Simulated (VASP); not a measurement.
Write the native input for VASP 6.6.1 that does the following.

| Quantity | Value |
| --- | --- |
| Task | single point |
| Functional | PBE |
| Potentials or basis | VASP PAW PBE potentials, release 64 (Ca_sv, O) |
| Cutoff | 520 eV |
| k mesh | 8 × 8 × 8 |
| Occupations | gaussian, width 0.1 eV |
| Spin | no spin polarisation |
| Dipole correction | no |
| Further INCAR settings | ALGO = Normal; EDIFF = 1e-06; NBANDS = 35 |

The structure of Ca2O lies in POSCAR:

```
Ca2O
1.0
    0.0000000000      4.4262483644      4.4262483644
    4.4262483644      0.0000000000      4.4262483644
    4.4262483644      4.4262483644      0.0000000000
Ca O
4 2
Direct
    0.6250000000      0.6250000000      0.6250000000
    0.1250000000      0.6250000000      0.6250000000
    0.6250000000      0.6250000000      0.1250000000
    0.6250000000      0.1250000000      0.6250000000
    0.0000000000      0.0000000000      0.0000000000
    0.2500000000      0.2500000000      0.2500000000
```

These files were run (other wordings do the same):

INCAR

```
SYSTEM = Ca2O
ALGO = Normal
EDIFF = 1E-6
ENCUT = 520
GGA = PE
ISIF = 2
ISMEAR = 0
LASPH = .TRUE.
LCHARG = .FALSE.
LREAL = .FALSE.
LWAVE = .FALSE.
NBANDS = 35
NELM = 100
PREC = Accurate
SIGMA = 0.1
```

KPOINTS

```
k-points
0
G
  8 8 8
  0 0 0
```

Potentials or basis: VASP PAW PBE potentials, release 64 (Ca_sv, O).

Command:

```sh
$ cat potpaw_PBE.64/Ca_sv/POTCAR potpaw_PBE.64/O/POTCAR > POTCAR
$ mpirun -np 1 vasp_std > vasp.out
```

It gave:

The pressure is 0.0 GPa and the band gap on the k mesh is zero (bands 26 and 27 overlap by 0.15 eV).

Caveat: semilocal functionals underestimate gaps, so a narrow gap can read as zero.

Run time: 2.4 min on 1 thread of Intel(R) Xeon(R) 6975P-C (Granite Rapids), with other jobs on the host, peak memory 0.38 GiB.
